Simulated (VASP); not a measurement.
Here is a VASP 6.6.1 calculation.

Contents of INCAR:

```
SYSTEM = SrO
ALGO = Normal
EDIFF = 1E-6
ENCUT = 600
GGA_COMPAT = .False.
ISIF = 2
ISMEAR = -1
LASPH = .True.
LCHARG = .False.
LREAL = .False.
LWAVE = .False.
NBANDS = 15
NELM = 120
PREC = Accurate
SIGMA = 0.05
```

Contents of KPOINTS:

```
k-points
0
Gamma
  6 6 6
  0 0 0
```

File POSCAR:

```
SrO
1.0
    0.0000000000      2.5494159586      2.6004042777
    2.5494159586      0.0000000000      2.6004042777
    2.5494159586      2.5494159586      0.0000000000
Sr O
1 1
Direct
    0.5000000000      0.5000000000      0.5000000000
    0.0000000000      0.0000000000      0.0000000000
```

Potentials or basis: VASP PAW LDA potentials, release 64 (Sr_sv, O).

The run is started by

```bash
$ cat potpaw_LDA.64/Sr_sv/POTCAR potpaw_LDA.64/O/POTCAR > POTCAR
$ mpirun -np 1 vasp_std > vasp.out
```

(1) What does it give for the band gap on the k mesh?

(2) What does it give for the pressure?

Results:

(1) 3.05 eV (least direct gap 3.12 eV).

(2) -3.1 GPa.

Caveat: the cell stands under tension.
